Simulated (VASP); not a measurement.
Runs of VASP 6.6.1 on SrBe. The structure is that of space group Pm-3m (No. 221), or close to it. The cells are those of the table. 

```tsv
task	cell	cutoff (eV)	gap on the mesh (eV)	pressure (GPa)
single point	a = 3.647 Å, 2 atoms	520	none	0.1
single point	a = 3.622 Å, 2 atoms	520	none	0.9
relaxation of cell and atoms	relaxed from a = 3.630 Å, 2 atoms	600	none	0.1
single point	a = 3.671 Å, 2 atoms	520	none	(a)
```

Alike in all rows: level LDA; potentials or basis VASP PAW LDA potentials, release 64 (Sr_sv, Be); no spin polarisation; k mesh 6 × 6 × 6; smearing methfessel-paxton 0.05 eV.

Question: Estimate the missing entries.

Answer: (a) -0.5.

A k mesh can miss the band edges, and the runs leave out spin-orbit coupling on Sr.

A gap of «none» marks levels without a gap at the run's occupations.
